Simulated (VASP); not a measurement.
PbS:

```
Pb S
1.0
     4.19420    0.00000    0.00000
     2.09710    3.63229    0.00000
     2.09710    1.21076    3.42455
Pb S
1 1
Direct
  0.00000 0.00000 0.00000
  0.50000 0.50000 0.50000
```

Base run:

* Program: VASP 6.6.1
* Functional: LDA
* Potentials or basis: VASP PAW LDA potentials, release 64 (Pb_d, S)
* Cutoff: 500 eV
* k mesh: 6 × 6 × 6
* Occupations: gaussian, width 0.01 eV
* Spin: no spin polarisation

Its results: pressure -2.6 GPa.

The run is repeated on the same cell with these changes: spin from no spin polarisation to non-collinear spin, zero start, spin-orbit coupling; further incar settings from ALGO = Normal; EDIFF = 1e-06; NBANDS = 17 to ALGO = Normal; EDIFF = 1e-06; NBANDS = 32. What comes out?

Pressure -3.2 GPa; net moment 0.00 μB per cell.

Caveats: the cell stands under tension (at least some runs).
